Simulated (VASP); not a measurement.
Here is a VASP 6.6.1 calculation.

File INCAR:

```
PREC     = Accurate       # precision mode
ENCUT    = 520            # plane-wave cutoff, eV
EDIFF    = 1E-6           # SCF threshold, eV
ISMEAR   = -1             # smearing method
SIGMA    = 0.1            # smearing width, eV
LREAL    = F              # projectors in reciprocal space
LASPH    = T              # aspherical terms in the spheres
NELM     = 100            # most SCF steps
ALGO     = Normal         # electronic algorithm
ISIF     = 2              # what is computed and relaxed
LWAVE    = F              # write WAVECAR
LCHARG   = F              # write CHGCAR
GGA      = PS             # functional
NBANDS   = 7              # bands
```

The input KPOINTS:

```
regular mesh
0
Gamma
  12 12 12
```

POSCAR

```
Mg
1.0
    2.8708559058      0.0000000000      0.0000000000
    0.0000000000      2.8708559058      0.0000000000
    0.0000000000      0.0000000000      2.8708559058
Mg
1
Direct
    0.0000000000      0.0000000000      0.0000000000
```

Potentials or basis: VASP PAW PBE potentials, release 64 (Mg).

Run with:

```bash
$ cat potpaw_PBE.64/Mg/POTCAR > POTCAR
$ mpirun -np 1 vasp_std > vasp.out
```

Problem. Predict the pressure.

Solution. 4.0 GPa.

Problem. Estimate the band gap on the k mesh.

Solution. Zero (bands 1 and 2 overlap by 7.42 eV).

Caveat: the cell stands under pressure; the PAW data sets were made with another functional, which shifts forces and pressure a little.
